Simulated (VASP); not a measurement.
# WS2 (P1) in VASP: single point with PBEsol+D3(BJ)

Aim: the single point of WS2 with PBEsol+D3(BJ).

Program: VASP 6.6.1. These are calculated values, not measurements. Logs are shortened: lines on timing, memory, paths and dates and some standing lists are left out, and cuts for length are marked.

### 1 The cell of the first run

The typed cell holds 3 atoms: a = 6.427 Å, b = 6.427 Å, c = 6.427 Å, α = 28.44°, β = 28.44°, γ = 28.44°.

### 2 Single point, PBEsol+D3(BJ) (atom 3 (S) moved by (-0.300, +0.150) A along [1 1 0] and z)

File INCAR:

```
  PREC = Accurate
  ENCUT = 520
  EDIFF = 1E-6
  ISMEAR = 0
  SIGMA = 0.05
  LREAL = False
  LASPH = True
  NELM = 100
  ALGO = Normal
  ISIF = 2
  LWAVE = False
  LCHARG = False
  GGA = PS
  IVDW = 12
  NBANDS = 20
```

File KPOINTS:

```
regular mesh
0
Gamma
  12 12 12
```

File POSCAR:

```
WS2
1.0
    1.5790003843      0.9116362969      6.1633300000
   -1.5790003843      0.9116362969      6.1633300000
    0.0000000000     -1.8232725938      6.1633300000
W S
1 2
Direct
    0.0000000000      0.0000000000      0.0000000000
    0.7503000000      0.7503000000      0.7503000000
    0.4831573234      0.6175031010      0.6666770685
```

Potentials or basis: VASP PAW PBE potentials, release 64 (W_sv, S).

Started as:

```bash
$ cat potpaw_PBE.64/W_sv/POTCAR potpaw_PBE.64/S/POTCAR > POTCAR
$ mpirun -np 1 vasp_std > vasp.out
```

OUTCAR:

```text
PREC = Accurate
   ENCUT = 520
   EDIFF = 1E-6
   ISMEAR = 0
   LREAL = False
   LASPH = True
   NELM = 100
   ISIF = 2
   GGA = PS
   IVDW = 12
 IVDW          = 12

 ion  position               nearest neighbor table
   1  0.000  0.000  0.000-   3 2.10   2 2.39   2 2.39   2 2.39   3 2.40   3 2.50
   2  0.750  0.750  0.750-   1 2.39   1 2.39   1 2.39
   3  0.483  0.618  0.667-   1 2.10   1 2.40   1 2.50

  LATTYP: Found a trigonal (rhomboedric) cell.
 ALAT       =     6.4273602389
 COS(alpha) =     0.8792939096

  Lattice vectors:

 A1 = (   1.5790003843,   0.9116362969,   6.1633300000)
 A2 = (  -1.5790003843,   0.9116362969,   6.1633300000)
 A3 = (   0.0000000000,  -1.8232725938,   6.1633300000)

Analysis of symmetry for initial positions (statically):
=====================================================================
 Subroutine PRICEL returns:
 Original cell was already a primitive cell.

 Routine SETGRP: Setting up the symmetry group for a
 trigonal (rhombohedral) supercell.

 Subroutine GETGRP returns: Found  1 space group operations
 (whereof  1 operations were pure point group operations)
 out of a pool of 12 trial point group operations.

The static configuration has the point symmetry C_1 .

Analysis of symmetry for dynamics (positions and initial velocities):
=====================================================================
 Subroutine PRICEL returns:
 Original cell was already a primitive cell.

 Routine SETGRP: Setting up the symmetry group for a
 trigonal (rhombohedral) supercell.

 Subroutine GETGRP returns: Found  1 space group operations
 (whereof  1 operations were pure point group operations)
 out of a pool of 12 trial point group operations.

The dynamic configuration has the point symmetry C_1 .

 Subroutine INISYM returns: Found  1 space group operations
 (whereof  1 operations are pure point group operations),
 and found     1 'primitive' translations

----------------------------------------------------------------------------------------

                                     Primitive cell

  volume of cell :      53.2317

  direct lattice vectors                    reciprocal lattice vectors
     1.579000384  0.911636297  6.163330000     0.316656034  0.182821447  0.054083318
    -1.579000384  0.911636297  6.163330000    -0.316656034  0.182821447  0.054083318
     0.000000000 -1.823272594  6.163330000     0.000000000 -0.365642893  0.054083318

  length of vectors
     6.427360239  6.427360239  6.427360239     0.369621064  0.369621064  0.369621064

  position of ions in fractional coordinates (direct lattice)
[... 81 lines left out ...]
   EDIFF  = 0.1E-05   stopping-criterion for ELM
   LREAL  =      F    real-space projection
   EDIFFG = 0.1E-04   stopping-criterion for IOM
   NSW    =      0    number of steps for IOM
   IBRION =     -1    ionic relax: 0-MD 1-quasi-New 2-CG
   NFREE  =      0    steps in history (QN), initial steepest desc. (CG)
   ISIF   =      2    stress and relaxation
   ISYM   =      2    0-nonsym 1-usesym 2-fastsym
   POTIM  = 0.5000    time-step for ionic-motion
   TEBEG  =    0.0;   TEEND  =   0.0 temperature during run
   PSTRESS=    0.0 pullay stress
   NELECT =      26.0000    total number of electrons
   NUPDOWN=      -1.0000    fix difference up-down
   EMIN   =  10.00;   EMAX   =-10.00  energy-range for DOS
   EFERMI =   0.00;   METHOD = LEGACY
   ISMEAR =     0;   SIGMA  =   0.05  broadening in eV -4-tet -1-fermi 0-gaus
   EFERMI_NEDOS =   21; number of points for ismear=-14 and -15
   IALGO  =     38    algorithm
   IMIX   =      4    mixing-type and parameters
     AMIX     =   0.40;   BMIX     =  1.00
     AMIX_MAG =   1.60;   BMIX_MAG =  1.00
  volume/ion in A,a.u.               =      17.74       119.74
  Fermi-wavevector in a.u.,A,eV,Ry     =   1.289266  2.436359 22.615688  1.662206
  Thomas-Fermi vector in A             =   2.421169
   LORBIT       =      0    0 simple, 1 ext, 2 COOP (PROOUT), +10 PAW based schemes
   GGA     = PS    functional components
   LHFCALC =     F    Hartree Fock is set to
   AEXX    =    0.0000 exact exchange contribution
   IVDW    =    12    specifies the selected vdW correction
   LEPSILON=     F    determine dielectric tensor
   LRPA    =     F    only Hartree local field effects (RPA)
 non-spin polarized calculation
 Gauss-broadening in eV      SIGMA  =   0.05
  energy-cutoff  :      520.00
  volume of cell :       53.23
 maximum number of plane-waves:      1450
   NGX = 23   NGY = 23   NGZ = 23

 number of electron      26.0000001 magnetization

 Free energy of the ion-electron system (eV)
  ---------------------------------------------------
  ext. energy  EPLUGINS =         0.00000000
  ---------------------------------------------------
  free energy    TOTEN  =       -24.38003524 eV

  energy without entropy =      -24.38003524  energy(sigma->0) =      -24.38003524

 E-fermi :   7.8717     XC(G=0): -11.0082

 val. band max:        7.6273121620   @ k =   0.5000   0.5000   0.5000
 cond. band min:       8.2977447966   @ k =   0.4167   0.0833  -0.2500
 fundamental gap:      0.6704326346
 Fermi energy:         7.8716853763

 k-point     1 :       0.0000    0.0000    0.0000
  band No.  band energies     occupation
      1     -67.1197      2.00000
      2     -31.5081      2.00000
      3     -31.3124      2.00000
      4     -31.2417      2.00000
      5      -8.5607      2.00000
      6      -6.2821      2.00000
[... 541 lines left out ...]
     19      15.7731      0.00000
     20      16.5691      0.00000

 [... further k-points ...]

------------------------ aborting loop because EDIFF is reached ----------------------------------------

 Edisp (eV)   -1.15070

 E8    (eV) :    -0.7453

  FORCE on cell =-STRESS in cart. coord.  units (eV):
  Direction    XX          YY          ZZ          XY          YZ          ZX
  --------------------------------------------------------------------------------------
  -------------------------------------------------------------------------------------
  Total       3.31507    -0.01973     6.34210     1.59107    -4.14345    -5.83548
  in kB      99.77767    -0.59396   190.88550    47.88820  -124.71040  -175.63715
  external pressure =       96.69 kB  Pullay stress =        0.00 kB

 VOLUME and BASIS-vectors are now :
 -----------------------------------------------------------------------------
  energy-cutoff  :      520.00
  volume of cell :       53.23
      direct lattice vectors                 reciprocal lattice vectors
     1.579000384  0.911636297  6.163330000     0.316656034  0.182821447  0.054083318
    -1.579000384  0.911636297  6.163330000    -0.316656034  0.182821447  0.054083318
     0.000000000 -1.823272594  6.163330000     0.000000000 -0.365642893  0.054083318

 POSITION                                       TOTAL-FORCE (eV/Angst)
 -----------------------------------------------------------------------------------
      0.00000      0.00000      0.00000        -3.894890     -3.039758      3.885909
      0.00000      0.00000     13.87304        -0.122558      0.041591      0.661884
     -0.21213     -0.21213     10.89268         4.017448      2.998167     -4.547793
 -----------------------------------------------------------------------------------
    total drift:                               -0.000032     -0.000015     -0.000115

  FREE ENERGIE OF THE ION-ELECTRON SYSTEM (eV)
  ---------------------------------------------------
  free  energy   TOTEN  =       -25.5307335647 eV

  energy  without entropy=      -25.5307335647  energy(sigma->0) =      -25.53073356
```

OSZICAR:

```text
N       E                     dE             d eps       ncg     rms          rms(c)
DAV:   1     0.200913697822E+03    0.20091E+03   -0.13046E+04 34744   0.130E+03
DAV:   2    -0.150944858935E+02   -0.21601E+03   -0.20900E+03 40272   0.345E+02
DAV:   3    -0.254854033452E+02   -0.10391E+02   -0.10290E+02 43948   0.715E+01
DAV:   4    -0.256348176777E+02   -0.14941E+00   -0.14930E+00 42016   0.923E+00
DAV:   5    -0.256374609766E+02   -0.26433E-02   -0.26432E-02 43412   0.128E+00    0.320E+01
DAV:   6    -0.245443402909E+02    0.10931E+01   -0.49260E+00 38680   0.154E+01    0.133E+01
DAV:   7    -0.244189226130E+02    0.12542E+00   -0.10161E+00 36892   0.584E+00    0.574E+00
DAV:   8    -0.243820931340E+02    0.36829E-01   -0.22610E-01 39892   0.310E+00    0.133E+00
DAV:   9    -0.243803184353E+02    0.17747E-02   -0.11775E-02 45220   0.765E-01    0.566E-01
DAV:  10    -0.243800149548E+02    0.30348E-03   -0.39310E-03 40024   0.413E-01    0.101E-01
DAV:  11    -0.243800260376E+02   -0.11083E-04   -0.34765E-04 39848   0.129E-01    0.544E-02
DAV:  12    -0.243800295941E+02   -0.35565E-05   -0.36347E-05 41256   0.466E-02    0.126E-02
DAV:  13    -0.243800348395E+02   -0.52453E-05   -0.50448E-06 39920   0.162E-02    0.897E-03
DAV:  14    -0.243800352386E+02   -0.39906E-06   -0.10662E-06 28960   0.614E-03
   1 F= -.25530734E+02 E0= -.25530734E+02  d E =-.691062E-15
```

stdout:

```text
POSCAR found type information on POSCAR W S
 POSCAR found :  2 types and       3 ions
 scaLAPACK will be used
 -----------------------------------------------------------------------------
|                                                                             |
|                                                                             |
|     You enforced a specific xc type in the INCAR file but a different       |
|     I HOPE YOU KNOW WHAT YOU ARE DOING!                                     |
|                                                                             |
 -----------------------------------------------------------------------------

 LDA part: xc-table for (Slater+PW92), standard interpolation
 POSCAR, INCAR and KPOINTS ok, starting setup
 FFT: planning ... GRIDC
 FFT: planning ... GRID_SOFT
 FFT: planning ... GRID
 WAVECAR not read
 entering main loop
```

Run time: 36 min. Hardware: 1 thread of Intel Xeon 8259CL, shared host; peak memory 0.99 GiB.

What came out:

| Quantity | Value |
| --- | --- |
| Free energy | -25.5307 eV |
| Pressure | 9.7 GPa |
| Largest force | 6.768 eV/Å |
| Band gap on the k mesh | 0.67 eV (least direct gap 1.03 eV) |
| Dispersion energy per atom | -0.384 eV |

Forces on the atoms (eV/Å):
```
W   -3.895 -3.040  3.886
S   -0.123  0.042  0.662
S    4.017  2.998 -4.548
```

Stress tensor (GPa, compression positive):
```
  9.98   4.79 -17.56
  4.79  -0.06 -12.47
-17.56 -12.47  19.09
```

Levels at points of the mesh, in eV from the valence-band top:
| k point | band 9 | band 10 | band 11 | band 12 | band 13 | band 14 | band 15 | band 16 | band 17 | band 18 |
| --- | --- | --- | --- | --- | --- | --- | --- | --- | --- | --- |
| (0.00, 0.00, 0.00) | -4.35 | -3.44 | -2.10 | -1.93 | -0.93 | 1.02 | 1.85 | 2.61 | 2.96 | 4.89 |
| (0.50, 0.00, 0.00) | -5.50 | -4.52 | -3.28 | -2.37 | -2.03 | 1.70 | 2.31 | 3.27 | 4.02 | 4.99 |
| (0.00, 0.50, 0.00) | -6.02 | -4.69 | -2.66 | -2.60 | -1.30 | 1.83 | 2.21 | 2.78 | 4.06 | 4.64 |
| (0.00, 0.00, 0.50) | -6.08 | -4.97 | -2.62 | -2.39 | -1.23 | 1.93 | 2.24 | 3.05 | 3.83 | 4.50 |
| (0.50, 0.50, 0.00) | -5.79 | -4.92 | -3.23 | -2.52 | -1.20 | 1.88 | 2.43 | 2.59 | 4.17 | 5.24 |
| (0.50, 0.00, 0.50) | -5.73 | -4.66 | -3.20 | -2.64 | -1.26 | 1.78 | 2.42 | 2.57 | 4.02 | 5.26 |
| (0.00, 0.50, 0.50) | -5.27 | -4.47 | -3.37 | -2.42 | -2.05 | 1.68 | 2.42 | 3.42 | 4.24 | 4.64 |
| (0.50, 0.50, 0.50) | -4.45 | -3.59 | -3.39 | -2.07 | 0.00 | 1.03 | 1.73 | 2.65 | 2.97 | 5.05 |

Caveat: the cell differs from its parent crystal (atom 3 (S) moved by (-0.300, +0.150) A along [1 1 0] and z); the stress differs along the axes, from -0 to 19 GPa; the PAW data sets were made with another functional, which shifts forces and pressure a little; spin-orbit coupling is left out, which moves the levels of the heavy elements. A k mesh can miss the band edges.
